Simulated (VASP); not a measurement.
A run of VASP 6.6.1:

INCAR

```
SYSTEM = Al3N
ALGO     = Normal         ! electronic algorithm
DIPOL    = 0.5 0.5 0.338
EDIFF    = 1E-7           ! SCF threshold, eV
ENCUT    = 520            ! plane-wave cutoff, eV
GGA      = PE             ! functional
IDIPOL   = 3            
ISIF     = 2              ! what is computed and relaxed
ISMEAR   = 0              ! smearing method
ISPIN    = 2              ! spin polarisation
LASPH    = .True.         ! aspherical terms in the spheres
LCHARG   = .False.        ! write CHGCAR
LDIPOL   = .True.       
LORBIT   = 11             ! projections on sites
LREAL    = .False.        ! projectors in reciprocal space
LWAVE    = .False.        ! write WAVECAR
MAGMOM   = 0 0 0 3        ! initial moments
NBANDS   = 19             ! bands
NELM     = 150            ! most SCF steps
PREC     = Accurate       ! precision mode
SIGMA    = 0.1            ! smearing width, eV
```

Contents of KPOINTS:

```
k-points
0
Gamma
  9 9 1
  0 0 0
```

Contents of POSCAR:

```
Al3N
1.0
    2.8567582919      0.0000000000      0.0000000000
   -1.4283791460      2.4740252533      0.0000000000
    0.0000000000      0.0000000000     21.6013781961
Al N
3 1
Direct
    0.6666666667      0.3333333333      0.1851733701
    0.3333333333      0.6666666667      0.2916813827
    0.0000000000      0.0000000000      0.3981865471
    0.3333333333      0.0000000000      0.4750334957
```

Potentials or basis: VASP PAW PBE potentials, release 64 (Al, N).

Command:

```sh
$ cat potpaw_PBE.64/Al/POTCAR potpaw_PBE.64/N/POTCAR > POTCAR
$ mpirun -np 1 vasp_std > vasp.out
```

Hardware: 1 thread of Intel Xeon 8259CL, on a shared host.

Question: Estimate the wall time of this run.

Answer: It took 12 min on 1 thread of Intel Xeon 8259CL, on a shared host, peak memory 0.47 GiB. Counts: scf iterations 40, k points 41.
